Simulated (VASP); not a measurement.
# Ca in VASP: a series of runs, part 2 of 2

VASP 6.6.1. Earlier steps stand in the parts before.

## 3. Single point, PBEsol

This run uses another cell than the first one, of 16.83 Å³/atom, 0.941 times its volume.

INCAR reads:

```
SYSTEM = Ca
PREC = Accurate
ENCUT = 520
EDIFF = 1E-7
ISMEAR = -1
SIGMA = 0.1
LREAL = .FALSE.
LASPH = .TRUE.
NELM = 100
ALGO = Normal
ISIF = 2
LWAVE = .FALSE.
LCHARG = .TRUE.
GGA = PS
LELF = .TRUE.
LVHAR = .TRUE.
NBANDS = 11
```

KPOINTS reads:

```
regular mesh
0
G
  13 13 13
  0 0 0
```

POSCAR reads:

```
Ca
1.0
    2.5365500000      0.0000000000      0.0000000000
    0.0000000000      2.5365500000      0.0000000000
    0.0000000000      0.0000000000      2.6150000000
Ca
1
Direct
    0.0000000000      0.0000000000      0.0000000000
```

Potentials or basis: VASP PAW PBE potentials, release 64 (Ca_sv).

On the command line:

```bash
> cat potpaw_PBE.64/Ca_sv/POTCAR > POTCAR
> mpirun -np 1 vasp_std > vasp.out
```

OUTCAR:

```text
SYSTEM = Ca
   PREC = Accurate
   ENCUT = 520
   EDIFF = 1E-7
   ISMEAR = -1
   LREAL = .FALSE.
   LASPH = .TRUE.
   NELM = 100
   ISIF = 2
   GGA = PS

 ion  position               nearest neighbor table
   1  0.000  0.000  0.000-

  LATTYP: Found a simple tetragonal cell.
 ALAT       =     2.5365500000
 C/A-ratio  =     1.0309278351

  Lattice vectors:

 A1 = (   2.5365500000,   0.0000000000,   0.0000000000)
 A2 = (   0.0000000000,   2.5365500000,   0.0000000000)
 A3 = (   0.0000000000,   0.0000000000,   2.6150000000)

Analysis of symmetry for initial positions (statically):
=====================================================================
 Subroutine PRICEL returns:
 Original cell was already a primitive cell.

 Routine SETGRP: Setting up the symmetry group for a
 simple tetragonal supercell.

 Subroutine GETGRP returns: Found 16 space group operations
 (whereof 16 operations were pure point group operations)
 out of a pool of 16 trial point group operations.

The static configuration has the point symmetry D_4h.

Analysis of symmetry for dynamics (positions and initial velocities):
=====================================================================
 Subroutine PRICEL returns:
 Original cell was already a primitive cell.

 Routine SETGRP: Setting up the symmetry group for a
 simple tetragonal supercell.

 Subroutine GETGRP returns: Found 16 space group operations
 (whereof 16 operations were pure point group operations)
 out of a pool of 16 trial point group operations.

The dynamic configuration has the point symmetry D_4h.

 Subroutine INISYM returns: Found 16 space group operations
 (whereof 16 operations are pure point group operations),
 and found     1 'primitive' translations

----------------------------------------------------------------------------------------

                                     Primitive cell

  volume of cell :      16.8251

  direct lattice vectors                    reciprocal lattice vectors
     2.536550000  0.000000000  0.000000000     0.394236266  0.000000000  0.000000000
     0.000000000  2.536550000  0.000000000     0.000000000  0.394236266  0.000000000
     0.000000000  0.000000000  2.615000000     0.000000000  0.000000000  0.382409178

  length of vectors
     2.536550000  2.536550000  2.615000000     0.394236266  0.394236266  0.382409178

  position of ions in fractional coordinates (direct lattice)
     0.000000000  0.000000000  0.000000000

  ion indices of the primitive-cell ions
   primitive index   ion index
                 1           1

----------------------------------------------------------------------------------------

 KPOINTS: regular mesh

Automatic generation of k-mesh.
 Grid dimensions read from file:
 generate k-points for:   13   13   13

 Generating k-lattice:

  Cartesian coordinates                     Fractional coordinates (reciprocal lattice)
     0.030325867  0.000000000  0.000000000     0.076923077  0.000000000  0.000000000
     0.000000000  0.030325867  0.000000000     0.000000000  0.076923077  0.000000000
     0.000000000  0.000000000  0.029416091     0.000000000  0.000000000  0.076923077

  Length of vectors
     0.030325867  0.030325867  0.029416091

  Shift w.r.t. Gamma in fractional coordinates (k-lattice)
     0.000000000  0.000000000  0.000000000

 Subroutine IBZKPT returns following result:
 ===========================================

 Found    196 irreducible k-points:

 Following reciprocal coordinates:
            Coordinates               Weight
  0.000000  0.000000  0.000000      1.000000
  0.076923  0.000000  0.000000      4.000000
  0.153846  0.000000  0.000000      4.000000
  0.230769  0.000000  0.000000      4.000000
  0.307692  0.000000  0.000000      4.000000
  0.384615  0.000000  0.000000      4.000000
[... 16 lines left out ...]
  0.307692  0.307692  0.000000      4.000000
  0.384615  0.307692  0.000000      8.000000
 [... further k-points ...]
   k-points           NKPTS =    196   k-points in BZ     NKDIM =    196   number of bands    NBANDS=     11
   number of dos      NEDOS =    301   number of ions     NIONS =      1
   total plane-waves  NPLWV =   8000
   dimension x,y,z NGX =    20 NGY =   20 NGZ =   20
   dimension x,y,z NGXF=    40 NGYF=   40 NGZF=   40
   ions per type =               1
   NGX,Y,Z   is equivalent  to a cutoff of  13.11, 13.11, 12.71 a.u.
   NGXF,Y,Z  is equivalent  to a cutoff of  26.22, 26.22, 25.43 a.u.
 SYSTEM =  Ca
   PREC   = accura    normal or accurate (medium, high low for compatibility)
   ISTART =      0    job   : 0-new  1-cont  2-samecut
   ICHARG =      2    charge: 1-file 2-atom 10-const
   ISPIN  =      1    spin polarized calculation?
   LNONCOLLINEAR =      F non collinear calculations
   LSORBIT =      F    spin-orbit coupling
   LASPH  =      T    aspherical Exc in radial PAW
   ENCUT  =  520.0 eV  38.22 Ry    6.18 a.u.   4.72  4.72  4.86*2*pi/ulx,y,z
   NELM   =    100;   NELMIN=  2; NELMDL= -5     # of ELM steps
   EDIFF  = 0.1E-06   stopping-criterion for ELM
   LREAL  =      F    real-space projection
   EDIFFG = 0.1E-05   stopping-criterion for IOM
   NSW    =      0    number of steps for IOM
   IBRION =     -1    ionic relax: 0-MD 1-quasi-New 2-CG
   NFREE  =      0    steps in history (QN), initial steepest desc. (CG)
   ISIF   =      2    stress and relaxation
   ISYM   =      2    0-nonsym 1-usesym 2-fastsym
   POTIM  = 0.5000    time-step for ionic-motion
   TEBEG  =    0.0;   TEEND  =   0.0 temperature during run
   PSTRESS=    0.0 pullay stress
   NELECT =      10.0000    total number of electrons
   NUPDOWN=      -1.0000    fix difference up-down
   EMIN   =  10.00;   EMAX   =-10.00  energy-range for DOS
   EFERMI =   0.00;   METHOD = LEGACY
   ISMEAR =    -1;   SIGMA  =   0.10  broadening in eV -4-tet -1-fermi 0-gaus
   EFERMI_NEDOS =   21; number of points for ismear=-14 and -15
   IALGO  =     38    algorithm
   IMIX   =      4    mixing-type and parameters
     AMIX     =   0.40;   BMIX     =  1.00
     AMIX_MAG =   1.60;   BMIX_MAG =  1.00
  volume/ion in A,a.u.               =      16.83       113.54
  Fermi-wavevector in a.u.,A,eV,Ry     =   1.376434  2.601083 25.777188  1.894570
  Thomas-Fermi vector in A             =   2.501679
   LORBIT       =      0    0 simple, 1 ext, 2 COOP (PROOUT), +10 PAW based schemes
   GGA     = PS    functional components
   LHFCALC =     F    Hartree Fock is set to
   AEXX    =    0.0000 exact exchange contribution
   IVDW    =     0    specifies the selected vdW correction
   LEPSILON=     F    determine dielectric tensor
   LRPA    =     F    only Hartree local field effects (RPA)
 non-spin polarized calculation
  energy-cutoff  :      520.00
  volume of cell :       16.83
 maximum number of plane-waves:       466
 NGX is ok and might be reduce to    20
   NGX =  9   NGY =  9   NGZ =  9

 number of electron      10.0000000 magnetization

 Free energy of the ion-electron system (eV)
  ---------------------------------------------------
  ext. energy  EPLUGINS =         0.00000000
  ---------------------------------------------------
  free energy    TOTEN  =         0.04852237 eV

  energy without entropy =        0.06363644  energy(sigma->0) =        0.05607941

 E-fermi :   6.8194     XC(G=0): -11.4192

 val. band max:        6.7748828885   @ k =   0.3846   0.3846   0.4615
 cond. band min:       6.8394099505   @ k =   0.0000   0.0000   0.0769
 fundamental gap:      0.0645270619
 Fermi energy:         6.8193787430

 k-point     1 :       0.0000    0.0000    0.0000
  band No.  band energies     occupation
      1     -34.6141      2.00000
      2     -14.2007      2.00000
      3     -13.9637      2.00000
      4     -13.9637      2.00000
      5       2.7091      2.00000
      6       6.6465      1.69840
      7       6.6597      1.66320
      8      15.0428      0.00000
      9      15.0428      0.00000
     10      15.2995      0.00000
     11      23.8833      0.00000

 k-point     2 :       0.0769    0.0000    0.0000
  band No.  band energies     occupation
      1     -34.5820      2.00000
      2     -14.1826      2.00000
      3     -14.1688      2.00000
      4     -13.9465      2.00000
      5       2.9130      2.00000
      6       6.7150      1.47926
      7       6.9033      0.60349
      8      14.7163      0.00000
      9      15.0067      0.00000
     10      15.0645      0.00000
     11      23.9661      0.00000
[... 295 lines left out ...]
 k-point    24 :       0.3846    0.3077    0.0000
  band No.  band energies     occupation
      1     -33.7207      2.00000
      2     -16.2973      2.00000
      3     -15.6622      2.00000
      4     -13.7172      2.00000
      5       5.1895      2.00000
      6       8.2844      0.00000
      7      12.0845      0.00000
      8      12.0893      0.00000
      9      12.9192      0.00000
     10      13.3160      0.00000
     11      19.0794      0.00000

 [... further k-points ...]
[... 5 lines left out ...]
  --------------------------------------------------------------------------------------
  -------------------------------------------------------------------------------------
  Total        5.0253260      5.0253260      4.3752270      0.0000000      0.0000000      0.0000000
  in kB      478.5378327    478.5378327    416.6320055      0.0000000      0.0000000      0.0000000
  external PRESSURE =     457.9025570 kB  Pullay stress =       0.0000000 kB

 VOLUME and BASIS-vectors are now :
 -----------------------------------------------------------------------------
  energy-cutoff  :      520.00
  volume of cell :       16.83
      direct lattice vectors                 reciprocal lattice vectors
     2.536550000  0.000000000  0.000000000     0.394236266  0.000000000  0.000000000
     0.000000000  2.536550000  0.000000000     0.000000000  0.394236266  0.000000000
     0.000000000  0.000000000  2.615000000     0.000000000  0.000000000  0.382409178

 POSITION                                       TOTAL-FORCE (eV/Angst)
 -----------------------------------------------------------------------------------
      0.00000      0.00000      0.00000         0.000000      0.000000      0.000000
 -----------------------------------------------------------------------------------
    total drift:                               -0.000000      0.000000      0.000000

  FREE ENERGIE OF THE ION-ELECTRON SYSTEM (eV)
  ---------------------------------------------------
  free  energy   TOTEN  =         0.0485223711 eV

  energy  without entropy=        0.0636364442  energy(sigma->0) =        0.05607941
```

Wall time 15 s (1 thread of Intel Xeon Platinum 8488C (Sapphire Rapids), shared host); peak memory 0.15 GiB.

What came out:

- Free energy: 0.0485 eV
- Pressure: 45.8 GPa
- Band gap on the k mesh: zero (band 5 reaches 7.21 eV, above the bottom of band 6 at 6.25 eV)

Stress tensor (GPa, compression positive):
```
47.85  0.00  0.00
 0.00 47.85  0.00
 0.00  0.00 41.66
```

Caveat: the PAW data sets were made with another functional, which shifts forces and pressure a little.
